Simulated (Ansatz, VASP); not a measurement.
**Two plane-wave programs on ZnO**

```xyz
4
Lattice="3.3373 0.0000 0.0000 -1.6686 2.8902 0.0000 0.0000 0.0000 7.1304" Properties=species:S:1:pos:R:3 pbc="T T T"
Zn    0.0000    0.0000    5.3478
Zn    0.0000    0.0000    1.7826
O     0.0000    1.9268    1.7826
O     1.6686    0.9634    5.3478
```

Change from the starting cell: strain +0.015 along x and y, +0.000 along z, atoms carried along.

Alike in both runs: task single point; functional PBE; dispersion D3(BJ); k mesh 9 × 9 × 4; occupations gaussian, width 0.05 eV; no spin polarisation.

|  | VASP | Ansatz |
| --- | --- | --- |
| version | VASP 6.6.1 | Ansatz 0.2.0 |
| potentials or method | VASP PAW PBE potentials, release 64 (Zn, O), cutoff 520 eV | scalar-relativistic, plane waves, PAW |
| valence electrons in the cell | 36 | 36 |

Ansatz gave:

- gap on the k mesh at the Fermi level (eV): 0.80
- least direct gap on the mesh (eV): 0.80
- pressure (GPa): -5.8
- traceless stress, the component that is largest in VASP (GPa): 4.34

Q: What did VASP give for the same quantities?

A: gap on the k mesh at the Fermi level (eV): 0.80; least direct gap on the mesh (eV): 0.80; pressure (GPa): -5.1; traceless stress, the component that is largest in VASP (GPa): 3.60.
